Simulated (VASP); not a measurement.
# Zn (Fm-3m) in VASP: a series of runs, part 2 of 2

VASP 6.6.1. Earlier steps stand in the parts before.

### 3 Single point, PBE+D3(BJ) (17.44 Å³/atom)

This run uses another cell than the first one, of 17.44 Å³/atom.

INCAR

```
SYSTEM = Zn
PREC = Accurate ; ENCUT = 500
EDIFF = 1E-6 ; ISMEAR = 0
SIGMA = 0.05 ; LREAL = .False.
LASPH = .True. ; NELM = 120
ALGO = Normal ; ISIF = 2
LWAVE = .False. ; LCHARG = .False.
GGA = PE ; IVDW = 12
NBANDS = 12 ; GGA_COMPAT = .False.
```

KPOINTS

```
Automatic mesh
0
Gamma
  12 12 12
  0 0 0
```

POSCAR

```
Zn
1.0
    0.0000000000      2.0584752900      2.0584752900
    2.0584752900      0.0000000000      2.0584752900
    2.0584752900      2.0584752900      0.0000000000
Zn
1
Direct
    0.0000000000      0.0000000000      0.0000000000
```

Potentials or basis: VASP PAW PBE potentials, release 64 (Zn).

On the command line:

```
> cat potpaw_PBE.64/Zn/POTCAR > POTCAR
> mpirun -np 1 vasp_std > vasp.out
```

Wall time 5.7 s (1 thread of Intel Xeon 6975P-C (Granite Rapids), shared host); peak memory 0.15 GiB.

It converged, with:

```yaml
Free_energy: -1.3725 eV
Pressure: -9.7 GPa
Band_gap_on_the_k_mesh: zero (bands 6 and 7 overlap by 3.76 eV)
Dispersion_energy_per_atom: -0.349 eV
```

Levels at points of the mesh, in eV from the Fermi level:
| k point | band 2 | band 3 | band 4 | band 5 | band 6 | band 7 | band 8 | band 9 | band 10 | band 11 |
| --- | --- | --- | --- | --- | --- | --- | --- | --- | --- | --- |
| (0.00, 0.00, 0.00) | -7.23 | -7.23 | -7.23 | -6.94 | -6.94 | 16.46 | 16.46 | 16.46 | 17.93 | 19.45 |
| (0.50, 0.00, 0.00) | -7.23 | -7.23 | -6.72 | -6.72 | -2.27 | -1.52 | 13.76 | 13.76 | 16.57 | 17.59 |
| (0.50, 0.50, 0.00) | -7.69 | -6.73 | -6.66 | -6.66 | -0.59 | 1.30 | 7.82 | 7.82 | 11.29 | 11.91 |

Caveat: three body term missing; the cell stands under tension.

### 4 Single point, r2SCAN0+D3(BJ)

This run uses another cell than the first one, of 15.17 Å³/atom.

POSCAR

```
Zn
1.0
    0.0000000000      1.9647760000      1.9647760000
    1.9647760000      0.0000000000      1.9647760000
    1.9647760000      1.9647760000      0.0000000000
Zn
1
Direct
    0.0000000000      0.0000000000      0.0000000000
```

INCAR.step1

```
PREC = Accurate
ENCUT = 440
EDIFF = 1E-5
ISMEAR = -1
SIGMA = 0.05
LREAL = False
LASPH = True
NELM = 120
ALGO = Normal
ISIF = 2
LWAVE = True
NBANDS = 12
GGA = PE
GGA_COMPAT = False
```

INCAR.step2

```
PREC = Accurate
ENCUT = 440
EDIFF = 1E-6
ISMEAR = -1
SIGMA = 0.05
LREAL = False
LASPH = True
NELM = 120
ALGO = Normal
ISIF = 2
LWAVE = False
LCHARG = True
METAGGA = R2SCAN
LHFCALC = True
AEXX = 0.25
LMIXTAU = True
PRECFOCK = Normal
IVDW = 12
VDW_S6 = 1.0
VDW_S8 = 1.1846
VDW_A1 = 0.4534
VDW_A2 = 5.8972
LELF = True
LVHAR = True
NBANDS = 12
ISTART = 1
GGA_COMPAT = False
```

KPOINTS

```
regular mesh
0
Gamma
  7 7 7
```

Potentials or basis: VASP PAW PBE potentials, release 64 (Zn).

On the command line:

```
> cat potpaw_PBE.64/Zn/POTCAR > POTCAR
> cp INCAR.step1 INCAR
> mpirun -np 1 vasp_std > vasp.out
> cp INCAR.step2 INCAR
> mpirun -np 1 vasp_std > vasp.out
```

OUTCAR:

```text
PREC = Accurate
   ENCUT = 440
   EDIFF = 1E-6
   ISMEAR = -1
   LREAL = False
   LASPH = True
   NELM = 120
   ISIF = 2
   METAGGA = R2SCAN
   LHFCALC = True
   AEXX = 0.25
   PRECFOCK = Normal
   IVDW = 12
   ISTART = 1
 IVDW          = 12

 ion  position               nearest neighbor table
   1  0.000  0.000  0.000-

  LATTYP: Found a face centered cubic cell.
 ALAT       =     3.9295520000

[... 481 lines left out ...]
      8       7.2232      0.00000
      9      11.0130      0.00000
     10      23.1601      0.00000
     11      28.8183      0.00000
     12      29.7187      0.00000

------------------------ aborting loop because EDIFF is reached ----------------------------------------

 Edisp (eV)   -0.23973

 E8    (eV) :    -0.1038

  FORCE on cell =-STRESS in cart. coord.  units (eV):
  Direction    XX          YY          ZZ          XY          YZ          ZX
  --------------------------------------------------------------------------------------
  -------------------------------------------------------------------------------------
  Total      -0.58167    -0.58167    -0.58167     0.00000     0.00000    -0.00000
  in kB     -61.43562   -61.43562   -61.43562     0.00000     0.00000    -0.00000
  external pressure =      -61.44 kB  Pullay stress =        0.00 kB

 VOLUME and BASIS-vectors are now :
 -----------------------------------------------------------------------------
  energy-cutoff  :      440.00
  volume of cell :       15.17
      direct lattice vectors                 reciprocal lattice vectors
     0.000000000  1.964776000  1.964776000    -0.254481936  0.254481936  0.254481936
     1.964776000  0.000000000  1.964776000     0.254481936 -0.254481936  0.254481936
     1.964776000  1.964776000  0.000000000     0.254481936  0.254481936 -0.254481936

 POSITION                                       TOTAL-FORCE (eV/Angst)
 -----------------------------------------------------------------------------------
      0.00000      0.00000      0.00000        -0.000000      0.000000      0.000000
 -----------------------------------------------------------------------------------
    total drift:                               -0.000000      0.000000      0.000000

  FREE ENERGIE OF THE ION-ELECTRON SYSTEM (eV)
  ---------------------------------------------------
  free  energy   TOTEN  =        -7.5689730009 eV

  energy  without entropy=       -7.5689729906  energy(sigma->0) =       -7.56897300
```

OSZICAR.step1:

```text
N       E                     dE             d eps       ncg     rms          rms(c)
DAV:   1     0.405807224383E+02    0.40581E+02   -0.61115E+03   512   0.144E+03
DAV:   2    -0.163508796251E+00   -0.40744E+02   -0.39376E+02   492   0.207E+02
DAV:   3    -0.123198476499E+01   -0.10685E+01   -0.10670E+01   560   0.338E+01
DAV:   4    -0.123418569261E+01   -0.22009E-02   -0.22009E-02   548   0.149E+00
DAV:   5    -0.123418739026E+01   -0.16976E-05   -0.16978E-05   512   0.406E-02    0.277E+00
DAV:   6    -0.114184600977E+01    0.92341E-01   -0.49280E-01   592   0.141E+01    0.210E+00
DAV:   7    -0.113720633464E+01    0.46397E-02   -0.86187E-03   532   0.180E+00    0.107E+00
DAV:   8    -0.113514194390E+01    0.20644E-02   -0.10886E-03   576   0.465E-01    0.373E-02
DAV:   9    -0.113514989088E+01   -0.79470E-05   -0.80631E-05   652   0.119E-01
   1 F= -.11351499E+01 E0= -.11351321E+01  d E =-.355397E-04
```

Wall time 7.5 min (1 thread of Intel Xeon 6975P-C (Granite Rapids), shared host); peak memory 0.14 GiB.

What came out:

- Free energy: -7.5690 eV
- Pressure: -6.1 GPa
- Band gap on the k mesh: zero (bands 6 and 7 overlap by 2.42 eV)
- Dispersion energy per atom: -0.240 eV

Levels at points of the mesh, in eV from the Fermi level:
```tsv
k point	band 2	band 3	band 4	band 5	band 6	band 7	band 8	band 9	band 10	band 11
(0.00, 0.00, 0.00)	-10.44	-10.44	-10.44	-10.05	-10.05	20.87	20.88	20.88	20.88	23.19
```

Caveat: the k points lie up to 0.40 Å⁻¹ apart, too coarse for converged energies and pressures of a metal; the PAW data sets were made with another functional, which shifts forces and pressure a little.

### 5 Summary

```tsv
level	cell	k mesh	cutoff (eV)	smearing	grid for exact exchange (PRECFOCK)	share of exact exchange	gap on the mesh (eV)	pressure (GPa)
r2SCANh+D4	a = 2.741 Å, angles 60.0°, 1 atom	8 × 8 × 8	440	gaussian 0.02 eV	Normal	0.1	none	-2.1
PBE+D3(BJ)	a = 2.911 Å, angles 60.0°, 1 atom	12 × 12 × 12	500	gaussian 0.05 eV	-	-	none	-9.7
r2SCAN0+D3(BJ)	a = 2.779 Å, angles 60.0°, 1 atom	7 × 7 × 7	440	fermi-dirac 0.05 eV	Normal	0.25	none	-6.1
```

Alike in all rows: task single point; potentials or basis VASP PAW PBE potentials, release 64 (Zn); no spin polarisation.

Caveats: some runs use coarse meshes; the PAW data sets were made with another functional, which shifts forces and pressure a little (at least some runs); three body term missing (at least some runs); the cell stands under tension (at least some runs).

Absolute energies hang on the potentials; compare differences alone.
